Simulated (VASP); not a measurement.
Input of a VASP 6.6.1 run:

Contents of INCAR:

```
SYSTEM = CaS
PREC = Accurate ; ENCUT = 500
EDIFF = 1E-6 ; ISMEAR = 0
SIGMA = 0.01 ; LREAL = .FALSE.
LASPH = .TRUE. ; NELM = 120
ALGO = Normal ; ISIF = 2
LWAVE = .FALSE. ; LCHARG = .TRUE.
GGA = CA ; LELF = .TRUE.
LVHAR = .TRUE. ; NBANDS = 15
GGA_COMPAT = .FALSE.
```

The input KPOINTS:

```
Automatic mesh
0
G
  6 6 6
  0 0 0
```

File POSCAR:

```
CaS
1.0
    0.0000000000      2.7961273890      2.7961273890
    2.7961273890      0.0000000000      2.7961273890
    2.7961273890      2.7961273890      0.0000000000
Ca S
1 1
Direct
    0.0000000000      0.0000000000      0.0000000000
    0.5000000000      0.5000000000      0.5000000000
```

Potentials or basis: VASP PAW LDA potentials, release 64 (Ca_sv, S).

Command:

```sh
$ cat potpaw_LDA.64/Ca_sv/POTCAR potpaw_LDA.64/S/POTCAR > POTCAR
$ mpirun -np 1 vasp_std > vasp.out
```

Q: What does it give for the band gap on the k mesh?

A: 2.00 eV, indirect (least direct gap 2.86 eV).

Q: Predict the pressure.

A: -0.7 GPa.

A k mesh can miss the band edges.
